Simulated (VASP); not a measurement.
# LiNbO3 (R3c) in VASP: further runs, part 2 of 2

VASP 6.6.1. The steps go on from the part before.

### Step 3. Single point, PBEsol

INCAR reads:

```
ALGO = Normal
EDIFF = 1E-6
ENCUT = 520
GGA = PS
ISIF = 2
ISMEAR = 0
LASPH = True
LCHARG = False
LREAL = False
LWAVE = False
NBANDS = 45
NELM = 60
PREC = Accurate
SIGMA = 0.02
```

KPOINTS reads:

```
k-points
0
Gamma
  6 6 6
```

POSCAR reads:

```
LiNbO3
1.0
    2.5672795957      1.4822195657      4.6084346245
   -2.5672795957      1.4822195657      4.6084346245
    0.0000000000     -2.9644391313      4.6084346245
Li Nb O
2 2 6
Direct
    0.2817408846      0.2817408846      0.2817408846
    0.7817408846      0.7817408846      0.7817408846
   -0.0006876538     -0.0006876538     -0.0006876538
    0.4993123462      0.4993123462      0.4993123462
    0.1102625881      0.3608496235      0.7195045577
    0.7195045577      0.1102625881      0.3608496235
    0.3608496235      0.7195045577      0.1102625881
    0.2195045577      0.8608496235      0.6102625881
    0.8608496235      0.6102625881      0.2195045577
    0.6102625881      0.2195045577      0.8608496235
```

Potentials or basis: VASP PAW PBE potentials, release 64 (Li_sv, Nb_sv, O).

Launch:

```console
$ cat potpaw_PBE.64/Li_sv/POTCAR potpaw_PBE.64/Nb_sv/POTCAR potpaw_PBE.64/O/POTCAR > POTCAR
$ mpirun -np 1 vasp_std > vasp.out
```

OUTCAR:

```text
EDIFF = 1E-6
   ENCUT = 520
   GGA = PS
   ISIF = 2
   ISMEAR = 0
   LASPH = True
   LREAL = False
   NELM = 60
   PREC = Accurate

 ion  position               nearest neighbor table
   1  0.282  0.282  0.282-  10 2.05   9 2.05   8 2.05   5 2.24   6 2.24   7 2.24
   2  0.782  0.782  0.782-   6 2.05   5 2.05   7 2.05   9 2.24  10 2.24   8 2.24
   3  0.999  0.999  0.999-   6 1.88   7 1.88   5 1.88   8 2.12  10 2.12   9 2.12
   4  0.499  0.499  0.499-  10 1.88   8 1.88   9 1.88   7 2.12   6 2.12   5 2.12
   5  0.110  0.361  0.720-   3 1.88   2 2.05   4 2.12   1 2.24
   6  0.720  0.110  0.361-   3 1.88   2 2.05   4 2.12   1 2.24
   7  0.361  0.720  0.110-   3 1.88   2 2.05   4 2.12   1 2.24
   8  0.220  0.861  0.610-   4 1.88   1 2.05   3 2.12   2 2.24
   9  0.861  0.610  0.220-   4 1.88   1 2.05   3 2.12   2 2.24
  10  0.610  0.220  0.861-   4 1.88   1 2.05   3 2.12   2 2.24

  LATTYP: Found a trigonal (rhomboedric) cell.
 ALAT       =     5.4795592023
 COS(alpha) =     0.5609792100

  Lattice vectors:

 A1 = (   2.5672795957,   1.4822195657,   4.6084346245)
 A2 = (  -2.5672795957,   1.4822195657,   4.6084346245)
 A3 = (   0.0000000000,  -2.9644391313,   4.6084346245)

Analysis of symmetry for initial positions (statically):
=====================================================================
 Subroutine PRICEL returns:
 Original cell was already a primitive cell.

 Routine SETGRP: Setting up the symmetry group for a
 trigonal (rhombohedral) supercell.

 Subroutine GETGRP returns: Found  6 space group operations
 (whereof  3 operations were pure point group operations)
 out of a pool of 12 trial point group operations.

The static configuration has the point symmetry C_3 .
 The point group associated with its full space group is C_3v.

Analysis of symmetry for dynamics (positions and initial velocities):
=====================================================================
 Subroutine PRICEL returns:
 Original cell was already a primitive cell.

 Routine SETGRP: Setting up the symmetry group for a
 trigonal (rhombohedral) supercell.

 Subroutine GETGRP returns: Found  6 space group operations
 (whereof  3 operations were pure point group operations)
 out of a pool of 12 trial point group operations.

The dynamic configuration has the point symmetry C_3 .
 The point group associated with its full space group is C_3v.

 Subroutine INISYM returns: Found  6 space group operations
 (whereof  3 operations are pure point group operations),
 and found     1 'primitive' translations

----------------------------------------------------------------------------------------

                                     Primitive cell

  volume of cell :     105.2181

  direct lattice vectors                    reciprocal lattice vectors
     2.567279596  1.482219566  4.608434625     0.194758686  0.112443980  0.072331141
    -2.567279596  1.482219566  4.608434625    -0.194758686  0.112443980  0.072331141
     0.000000000 -2.964439131  4.608434625     0.000000000 -0.224887959  0.072331141

  length of vectors
     5.479559202  5.479559202  5.479559202     0.236233757  0.236233757  0.236233757

  position of ions in fractional coordinates (direct lattice)
     0.281740885  0.281740885  0.281740885
     0.781740885  0.781740885  0.781740885
     0.999312346  0.999312346  0.999312346
     0.499312346  0.499312346  0.499312346
     0.110262588  0.360849624  0.719504558
[... 70 lines left out ...]
 -0.333333  0.500000  0.166667     12.000000
 [... further k-points ...]
   k-points           NKPTS =     32   k-points in BZ     NKDIM =     32   number of bands    NBANDS=     45
   number of dos      NEDOS =    301   number of ions     NIONS =     10
   total plane-waves  NPLWV =  74088
   dimension x,y,z NGX =    42 NGY =   42 NGZ =   42
   dimension x,y,z NGXF=    84 NGYF=   84 NGZF=   84
   ions per type =               2   2   6
   NGX,Y,Z   is equivalent  to a cutoff of  12.74, 12.74, 12.74 a.u.
   NGXF,Y,Z  is equivalent  to a cutoff of  25.49, 25.49, 25.49 a.u.
 SYSTEM =  unknown system
   PREC   = accura    normal or accurate (medium, high low for compatibility)
   ISTART =      0    job   : 0-new  1-cont  2-samecut
   ICHARG =      2    charge: 1-file 2-atom 10-const
   ISPIN  =      1    spin polarized calculation?
   LNONCOLLINEAR =      F non collinear calculations
   LSORBIT =      F    spin-orbit coupling
   LASPH  =      T    aspherical Exc in radial PAW
   ENCUT  =  520.0 eV  38.22 Ry    6.18 a.u.  10.19 10.19 10.19*2*pi/ulx,y,z
   NELM   =     60;   NELMIN=  2; NELMDL= -5     # of ELM steps
   EDIFF  = 0.1E-05   stopping-criterion for ELM
   LREAL  =      F    real-space projection
   EDIFFG = 0.1E-04   stopping-criterion for IOM
   NSW    =      0    number of steps for IOM
   IBRION =     -1    ionic relax: 0-MD 1-quasi-New 2-CG
   NFREE  =      0    steps in history (QN), initial steepest desc. (CG)
   ISIF   =      2    stress and relaxation
   ISYM   =      2    0-nonsym 1-usesym 2-fastsym
   POTIM  = 0.5000    time-step for ionic-motion
   TEBEG  =    0.0;   TEEND  =   0.0 temperature during run
   PSTRESS=    0.0 pullay stress
   NELECT =      68.0000    total number of electrons
   NUPDOWN=      -1.0000    fix difference up-down
   EMIN   =  10.00;   EMAX   =-10.00  energy-range for DOS
   EFERMI =   0.00;   METHOD = LEGACY
   ISMEAR =     0;   SIGMA  =   0.02  broadening in eV -4-tet -1-fermi 0-gaus
   EFERMI_NEDOS =   21; number of points for ismear=-14 and -15
   IALGO  =     38    algorithm
   IMIX   =      4    mixing-type and parameters
     AMIX     =   0.40;   BMIX     =  1.00
     AMIX_MAG =   1.60;   BMIX_MAG =  1.00
  volume/ion in A,a.u.               =      10.52        71.00
  Fermi-wavevector in a.u.,A,eV,Ry     =   1.415406  2.674729 27.257557  2.003374
  Thomas-Fermi vector in A             =   2.536848
   LORBIT       =      0    0 simple, 1 ext, 2 COOP (PROOUT), +10 PAW based schemes
   GGA     = PS    functional components
   LHFCALC =     F    Hartree Fock is set to
   AEXX    =    0.0000 exact exchange contribution
   IVDW    =     0    specifies the selected vdW correction
   LEPSILON=     F    determine dielectric tensor
   LRPA    =     F    only Hartree local field effects (RPA)
 non-spin polarized calculation
 Gauss-broadening in eV      SIGMA  =   0.02
  energy-cutoff  :      520.00
  volume of cell :      105.22
 maximum number of plane-waves:      2858
 NGX is ok and might be reduce to    42
   NGX = 21   NGY = 21   NGZ = 21

 number of electron      67.9999996 magnetization

 Free energy of the ion-electron system (eV)
  ---------------------------------------------------
  ext. energy  EPLUGINS =         0.00000000
  ---------------------------------------------------
  free energy    TOTEN  =       -83.44690550 eV

  energy without entropy =      -83.44690550  energy(sigma->0) =      -83.44690550

 E-fermi :   3.7575     XC(G=0): -11.1008

 val. band max:        3.5287466406   @ k =   0.1667   0.1667   0.1667
 cond. band min:       7.0409487048   @ k =   0.0000   0.0000   0.0000
 fundamental gap:      3.5122020642
 Fermi energy:         3.7575473345

 k-point     1 :       0.0000    0.0000    0.0000
  band No.  band energies     occupation
      1     -50.5067      2.00000
      2     -50.4903      2.00000
      3     -38.2920      2.00000
      4     -38.2891      2.00000
      5     -26.8647      2.00000
      6     -26.8647      2.00000
[... 1141 lines left out ...]
     44      13.1313      0.00000
     45      13.9465      0.00000

 [... further k-points ...]
[... 5 lines left out ...]
  --------------------------------------------------------------------------------------
  -------------------------------------------------------------------------------------
  Total       -0.1514189     -0.1514189     -0.1788829      0.0000000     -0.0000000      0.0000000
  in kB       -2.3056869     -2.3056869     -2.7238860      0.0000000     -0.0000000      0.0000000
  external PRESSURE =      -2.4450866 kB  Pullay stress =       0.0000000 kB

 VOLUME and BASIS-vectors are now :
 -----------------------------------------------------------------------------
  energy-cutoff  :      520.00
  volume of cell :      105.22
      direct lattice vectors                 reciprocal lattice vectors
     2.567279596  1.482219566  4.608434625     0.194758686  0.112443980  0.072331141
    -2.567279596  1.482219566  4.608434625    -0.194758686  0.112443980  0.072331141
     0.000000000 -2.964439131  4.608434625     0.000000000 -0.224887959  0.072331141

 POSITION                                       TOTAL-FORCE (eV/Angst)
 -----------------------------------------------------------------------------------
      0.00000      0.00000      3.89515         0.000000      0.000000      0.001024
      0.00000      0.00000     10.80781         0.000000      0.000000      0.001024
      0.00000      0.00000     13.81580         0.000000     -0.000000     -0.039145
      0.00000      0.00000      6.90314         0.000000     -0.000000     -0.039145
     -0.64333     -1.43464      5.48688         0.009204      0.009037      0.012707
      1.56409      0.16018      5.48688        -0.012428      0.003452      0.012707
     -0.92077      1.27446      5.48688         0.003225     -0.012489      0.012707
     -1.64651     -0.20776      7.79110        -0.003225     -0.012489      0.012707
      0.64333      1.52980      7.79110        -0.009204      0.009037      0.012707
      1.00319     -1.32204      7.79110         0.012428      0.003452      0.012707
 -----------------------------------------------------------------------------------
    total drift:                                0.000000     -0.000000      0.000306

  FREE ENERGIE OF THE ION-ELECTRON SYSTEM (eV)
  ---------------------------------------------------
  free  energy   TOTEN  =       -83.4469054996 eV

  energy  without entropy=      -83.4469054996  energy(sigma->0) =      -83.44690550
```

Run time: 92 s. Hardware: 1 thread of Intel Xeon 6975P-C (Granite Rapids), shared host; peak memory 0.31 GiB.

Results:

| Quantity | Value |
| --- | --- |
| Free energy | -83.4469 eV |
| Largest force | 0.039 eV/Å |
| Band gap on the k mesh | 3.51 eV (least direct gap 3.53 eV) |

Forces in eV/Å, atoms in the order of the input:
```
Li   0.000  0.000  0.001
Li   0.000  0.000  0.001
Nb   0.000  0.000 -0.039
Nb   0.000  0.000 -0.039
O    0.009  0.009  0.013
O   -0.012  0.003  0.013
O    0.003 -0.012  0.013
O   -0.003 -0.012  0.013
O   -0.009  0.009  0.013
O    0.012  0.003  0.013
```

Levels at points of the mesh, in eV from the valence-band top:
```tsv
k point	band 32	band 33	band 34	band 35	band 36	band 37
(0.00, 0.00, 0.00)	-0.50	-0.01	-0.01	3.51	3.51	3.96
(0.50, 0.00, 0.00)	-0.30	-0.22	-0.22	3.87	3.87	4.70
(0.50, 0.50, 0.00)	-0.67	-0.47	-0.20	3.60	4.10	4.60
(0.50, 0.50, 0.50)	-0.32	-0.32	-0.32	4.62	4.62	4.84
```

Caveat: the cutoff is under 1.25 times the usual one of these potentials, so pressure, stress and relaxed cells hold a basis-set (Pulay) error; the PAW data sets were made with another functional, which shifts forces and pressure a little.

### Step 4. Relaxation of cell and atoms, PBEsol

This run uses another cell than the first one, of 10.62 Å³/atom.

INCAR reads:

```
PREC = Accurate ; ENCUT = 600
EDIFF = 1E-6 ; ISMEAR = 0
SIGMA = 0.02 ; LREAL = False
LASPH = True ; NELM = 60
ALGO = Normal ; ISIF = 3
LWAVE = False ; LCHARG = False
GGA = PS ; IBRION = 2
NSW = 100 ; EDIFFG = -0.005
```

KPOINTS reads:

```
regular mesh
0
Gamma
  6 6 6
```

POSCAR reads:

```
LiNbO3
1.0
    2.5752491681      1.4868208005      4.6247300000
   -2.5752491681      1.4868208005      4.6247300000
    0.0000000000     -2.9736416009      4.6247300000
Li Nb O
2 2 6
Direct
    0.2803000000      0.2803000000      0.2803000000
    0.7803000000      0.7803000000      0.7803000000
    0.0000600000      0.0000600000      0.0000600000
    0.5000600000      0.5000600000      0.5000600000
    0.1116500000      0.3587900000      0.7208700000
    0.7208700000      0.1116500000      0.3587900000
    0.3587900000      0.7208700000      0.1116500000
    0.2208700000      0.8587900000      0.6116500000
    0.8587900000      0.6116500000      0.2208700000
    0.6116500000      0.2208700000      0.8587900000
```

Potentials or basis: VASP PAW PBE potentials, release 64 (Li_sv, Nb_sv, O).

Launch:

```console
$ cat potpaw_PBE.64/Li_sv/POTCAR potpaw_PBE.64/Nb_sv/POTCAR potpaw_PBE.64/O/POTCAR > POTCAR
$ mpirun -np 1 vasp_std > vasp.out
```

OUTCAR:

```text
PREC = Accurate
   ENCUT = 600
   EDIFF = 1E-6
   ISMEAR = 0
   LREAL = False
   LASPH = True
   NELM = 60
   ISIF = 3
   GGA = PS
   IBRION = 2
   NSW = 100
   EDIFFG = -0.005

 ion  position               nearest neighbor table
   1  0.280  0.280  0.280-   9 2.06  10 2.06   8 2.06   6 2.26   5 2.26   7 2.26
   2  0.780  0.780  0.780-   5 2.06   6 2.06   7 2.06  10 2.26   9 2.26   8 2.26
   3  0.000  0.000  0.000-   7 1.88   6 1.88   5 1.88  10 2.13   8 2.13   9 2.13
   4  0.500  0.500  0.500-   8 1.88  10 1.88   9 1.88   6 2.13   7 2.13   5 2.13
   5  0.112  0.359  0.721-   3 1.88   2 2.06   4 2.13   1 2.26
   6  0.721  0.112  0.359-   3 1.88   2 2.06   4 2.13   1 2.26
   7  0.359  0.721  0.112-   3 1.88   2 2.06   4 2.13   1 2.26
   8  0.221  0.859  0.612-   4 1.88   1 2.06   3 2.13   2 2.26
   9  0.859  0.612  0.221-   4 1.88   1 2.06   3 2.13   2 2.26
  10  0.612  0.221  0.859-   4 1.88   1 2.06   3 2.13   2 2.26

  LATTYP: Found a trigonal (rhomboedric) cell.
 ALAT       =     5.4982426232
 COS(alpha) =     0.5612463864

  Lattice vectors:

 A1 = (   2.5752491681,   1.4868208005,   4.6247300000)
 A2 = (  -2.5752491681,   1.4868208005,   4.6247300000)
 A3 = (   0.0000000000,  -2.9736416009,   4.6247300000)

Analysis of symmetry for initial positions (statically):
=====================================================================
[... 316 lines left out ...]
  FREE ENERGIE OF THE ION-ELECTRON SYSTEM (eV)
  ---------------------------------------------------
  free  energy   TOTEN  =       -83.4633774582 eV

  energy  without entropy=      -83.4633774582  energy(sigma->0) =      -83.46337746

[... ionic steps 4 to 16 ...]

--------------------------------------- Ionic step       17  -------------------------------------------

 number of electron      68.0000002 magnetization

------------------------ aborting loop because EDIFF is reached ----------------------------------------
[... 83 lines left out ...]
--------------------------------------- Ionic step       19  -------------------------------------------

 number of electron      68.0000002 magnetization

 Free energy of the ion-electron system (eV)
  ---------------------------------------------------
  ext. energy  EPLUGINS =         0.00000000
  ---------------------------------------------------
  free energy    TOTEN  =       -83.46628819 eV

  energy without entropy =      -83.46628819  energy(sigma->0) =      -83.46628819

 E-fermi :   3.7686     XC(G=0): -11.1197

 val. band max:        3.5620648010   @ k =   0.1667   0.1667   0.1667
 cond. band min:       7.0511843303   @ k =   0.0000   0.0000   0.0000
 fundamental gap:      3.4891195293
 Fermi energy:         3.7686473714

 k-point     1 :       0.0000    0.0000    0.0000
  band No.  band energies     occupation
      1     -50.4749      2.00000
      2     -50.4582      2.00000
      3     -38.2474      2.00000
      4     -38.2441      2.00000
      5     -26.8340      2.00000
      6     -26.8340      2.00000
[... 1021 lines left out ...]
     39       8.7472      0.00000
     40       8.9253      0.00000

 [... further k-points ...]
[... 5 lines left out ...]
  --------------------------------------------------------------------------------------
  -------------------------------------------------------------------------------------
  Total       -0.0077504     -0.0077504      0.0236540      0.0000000      0.0000000      0.0000000
  in kB       -0.1184275     -0.1184275      0.3614390      0.0000000      0.0000000      0.0000000
  external PRESSURE =       0.0415280 kB  Pullay stress =       0.0000000 kB
[... 25 lines left out ...]
  FREE ENERGIE OF THE ION-ELECTRON SYSTEM (eV)
  ---------------------------------------------------
  free  energy   TOTEN  =       -83.4662881935 eV

  energy  without entropy=      -83.4662881935  energy(sigma->0) =      -83.46628819

 reached required accuracy - stopping structural energy minimisation
```

OSZICAR:

```text
N       E                     dE             d eps       ncg     rms          rms(c)
DAV:   1     0.832797570055E+03    0.83280E+03   -0.40257E+04  2560   0.199E+03
DAV:   2    -0.232092394799E+02   -0.85601E+03   -0.83789E+03  3368   0.658E+02
DAV:   3    -0.938411982586E+02   -0.70632E+02   -0.70258E+02  3760   0.171E+02
[... 133 lines left out ...]
  18 F= -.83466276E+02 E0= -.83466276E+02  d E =-.828329E-05
       N       E                     dE             d eps       ncg     rms          rms(c)
DAV:   1    -0.834662606781E+02    0.14925E-04   -0.13889E-02  2608   0.748E-01    0.186E-02
DAV:   2    -0.834662890899E+02   -0.28412E-04   -0.31968E-04  2944   0.140E-01    0.908E-03
DAV:   3    -0.834662883887E+02    0.70113E-06   -0.12456E-05  3552   0.242E-02    0.422E-03
DAV:   4    -0.834662881935E+02    0.19521E-06   -0.13700E-06  1584   0.106E-02
  19 F= -.83466288E+02 E0= -.83466288E+02  d E =-.208989E-04
```

Run time: 13 min. Hardware: 1 thread of Intel Xeon 6975P-C (Granite Rapids), shared host; peak memory 0.41 GiB.

What came out:

```yaml
Free_energy: -83.4663 eV
Relaxed_volume: 10.49 Å³/atom
Relaxed_cell: a = 5.472 Å, b = 5.472 Å, c = 5.472 Å, α = 55.91°, β = 55.91°, γ = 55.91°
Space_group_after_relaxing_to_0.1_Å: R3c (No. 161)
Energy_gained_by_relaxing: 1.0 meV/atom
Ionic_steps: 19
Pressure_after_relaxing: 0.0 GPa
Largest_force_after_relaxing: 0.003 eV/Å
Band_gap_on_the_k_mesh: 3.49 eV (least direct gap 3.50 eV)
```

Forces on the atoms (eV/Å):
```
Li   0.000  0.000  0.003
Li   0.000  0.000  0.003
Nb   0.000  0.000  0.000
Nb   0.000  0.000  0.000
O    0.000  0.000 -0.001
O    0.000  0.000 -0.001
O   -0.001  0.000 -0.001
O    0.001  0.000 -0.001
O    0.000  0.000 -0.001
O    0.000  0.000 -0.001
```

The path:
```csv
step,energy change (eV),largest force (eV/Å),pressure (GPa),volume (Å³)
1,0.0000,0.1601,-1.15,106.25
2,-0.0067,0.1055,0.55,105.08
3,-0.0067,0.1072,0.54,105.09
4,-0.0075,0.0859,-0.46,105.11
5,-0.0084,0.0338,-0.04,105.10
6,-0.0087,0.0253,-0.05,105.07
7,-0.0092,0.0133,-0.07,104.97
8,-0.0094,0.0157,0.09,104.85
9,-0.0094,0.0183,0.20,104.79
10,-0.0095,0.0111,0.10,104.80
11,-0.0095,0.0106,0.03,104.81
12,-0.0095,0.0101,0.03,104.81
13,-0.0095,0.0104,0.01,104.83
14,-0.0096,0.0083,-0.05,104.86
15,-0.0096,0.0077,-0.06,104.88
16,-0.0096,0.0066,-0.04,104.87
17,-0.0096,0.0070,0.01,104.86
18,-0.0096,0.0053,0.00,104.86
19,-0.0096,0.0031,0.00,104.85
```

Final structure:
```xyz
10
Lattice="2.5649 1.4808 4.6010 -2.5649 1.4808 4.6010 0.0000 -2.9617 4.6010" Properties=species:S:1:pos:R:3 pbc="T T T"
Li    0.0000    0.0000    3.8861
Li    0.0000    0.0000   10.7876
Nb    0.0000    0.0000   13.7902
Nb    0.0000    0.0000    6.8887
O    -0.6437   -1.4327    5.4801
O     1.5626    0.1589    5.4801
O    -0.9189    1.2738    5.4801
O    -1.6460   -0.2070    7.7806
O     0.6437    1.5290    7.7806
O     1.0023   -1.3219    7.7806
```

Caveat: the cutoff is under 1.25 times the usual one of these potentials, so pressure, stress and relaxed cells hold a basis-set (Pulay) error; the PAW data sets were made with another functional, which shifts forces and pressure a little. A k mesh can miss the band edges.
